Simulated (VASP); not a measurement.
A run of VASP 6.6.1:

POSCAR

```
HgTe
1.0
    0.0000000000      2.7249518544      2.7249518544
    2.7249518544      0.0000000000      2.7249518544
    2.7249518544      2.7249518544      0.0000000000
Hg Te
1 1
Direct
    0.0000000000      0.0000000000      0.0000000000
    0.2500000000      0.2500000000      0.2500000000
```

Contents of INCAR.step1:

```
SYSTEM = HgTe
PREC = Accurate
ENCUT = 520
EDIFF = 1E-6
ISMEAR = -1
SIGMA = 0.05
LREAL = .FALSE.
LASPH = .TRUE.
NELM = 80
ALGO = Normal
ISIF = 2
LWAVE = .FALSE.
LCHARG = .TRUE.
GGA = PE
NBANDS = 16
```

File KPOINTS.step1:

```
Automatic mesh
0
G
  11 11 11
  0 0 0
```

The input INCAR.step2:

```
SYSTEM = HgTe
PREC = Accurate
ENCUT = 520
EDIFF = 1E-6
ISMEAR = -5
SIGMA = 0.05
LREAL = .FALSE.
LASPH = .TRUE.
NELM = 80
ALGO = Normal
ISIF = 2
LWAVE = .FALSE.
LCHARG = .FALSE.
GGA = PE
LORBIT = 11
NEDOS = 1001
ICHARG = 11
```

File KPOINTS.step2:

```
Automatic mesh
0
G
  17 17 17
  0 0 0
```

Potentials or basis: VASP PAW PBE potentials, release 64 (Hg, Te).

Run with:

```bash
$ cat potpaw_PBE.64/Hg/POTCAR potpaw_PBE.64/Te/POTCAR > POTCAR
$ cp INCAR.step1 INCAR
$ cp KPOINTS.step1 KPOINTS
$ mpirun -np 1 vasp_std > vasp.out
$ cp INCAR.step2 INCAR
$ cp KPOINTS.step2 KPOINTS
$ mpirun -np 1 vasp_std > vasp.out
```

Hardware: 1 thread of Intel(R) Xeon(R) Platinum 8259CL CPU @ 2.50GHz (Skylake/Cascade Lake), on a shared host.

**Question.** How long does it take, and how much memory?

**Answer.** Run time: 97 s on 1 thread of Intel(R) Xeon(R) Platinum 8259CL CPU @ 2.50GHz (Skylake/Cascade Lake), on a shared host, peak memory 0.24 GiB. Counts: k points 165.
